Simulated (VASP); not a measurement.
Wanted: the native input for a VASP 6.6.1 run.

```
Task                   : single point
Functional             : PBE
Potentials or basis    : VASP PAW PBE potentials, release 64 (B, N)
Cutoff                 : 520 eV
k mesh                 : 16 × 16 × 16
Occupations            : fermi-dirac, width 0.03 eV
Spin                   : no spin polarisation
Dipole correction      : no
Further INCAR settings : ALGO = Normal; EDIFF = 1e-06; NBANDS = 11
```

The structure of BN (zincblende type) lies in POSCAR:

```
BN
1.0
    0.0000000000      1.7878589098      1.7878589098
    1.7878589098      0.0000000000      1.7878589098
    1.7878589098      1.7878589098      0.0000000000
B N
1 1
Direct
    0.0000000000      0.0000000000      0.0000000000
    0.2500000000      0.2500000000      0.2500000000
```

This cell differs from its parent crystal: volume scaled by 0.96.

These files were run (other wordings do the same):

INCAR

```
PREC = Accurate
ENCUT = 520
EDIFF = 1E-6
ISMEAR = -1
SIGMA = 0.03
LREAL = False
LASPH = True
NELM = 80
ALGO = Normal
ISIF = 2
LWAVE = False
LCHARG = False
GGA = PE
NBANDS = 11
```

KPOINTS

```
regular mesh
0
Gamma
  16 16 16
```

Potentials or basis: VASP PAW PBE potentials, release 64 (B, N).

Launch:

```bash
$ cat potpaw_PBE.64/B/POTCAR potpaw_PBE.64/N/POTCAR > POTCAR
$ mpirun -np 1 vasp_std > vasp.out
```

It gave:

| Item | Value |
| --- | --- |
| Pressure | 16.7 GPa |
| Band gap on the k mesh | 4.49 eV, indirect (least direct gap 8.98 eV) |

Wall time 12 s on 1 thread of Intel(R) Xeon(R) Platinum 8488C (Sapphire Rapids), with other jobs on the host, peak memory 0.13 GiB.
